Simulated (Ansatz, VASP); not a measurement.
**Two plane-wave programs on Be2ZnO3**

```
CELL_PARAMETERS angstrom
1.51451 -0.00282 -4.68018
4.98485 0.00064 0.00817
2.49185 -4.36566 0.00127
ATOMIC_POSITIONS crystal
Be 0.99946 0.42150 0.16746
Be 0.00064 0.73820 0.51593
Be 0.49941 0.58890 0.83255
Be 0.50072 0.25410 0.48404
Zn 0.99085 0.09113 0.82590
Zn 0.49091 0.91695 0.17400
O 0.86113 0.49789 0.84078
O 0.90631 0.73765 0.21784
O 0.86656 0.12876 0.45228
O 0.36121 0.33850 0.15931
O 0.40625 0.95542 0.78220
O 0.36653 0.58099 0.54772
```

Change from the starting cell: cell x1, atoms moved at random (sigma 0.1 Å) and cell strained at random (1.5 %), then relaxed without symmetry.

Alike in both runs: functional PBE; k mesh 4 × 4 × 4; occupations gaussian, width 0.1 eV; no spin polarisation.

Ansatz relaxed the structure, and its values are those at the end. VASP's run is a single point on that final structure, the one shown.

```csv
,VASP,Ansatz
version,VASP 6.6.1,Ansatz 0.2.0
potentials or method,"VASP PAW PBE potentials, release 64 (Be, Zn, O), cutoff 520 eV","scalar-relativistic, plane waves, PAW"
valence electrons in the cell,68,68
```

Ansatz gave:

```
gap on the k mesh at the Fermi level (eV) : 3.55
least direct gap on the mesh (eV)         : 3.55
pressure (GPa)                            : -0.1
rms of the force components (eV/Å)        : 0.003
```

Q: Estimate VASP's values.

A: gap on the k mesh at the Fermi level (eV): 3.55; least direct gap on the mesh (eV): 3.55; pressure (GPa): 0.7; rms of the force components (eV/Å): 0.025.

The functional is the same, so the differences come from potentials, cutoffs and numerics.
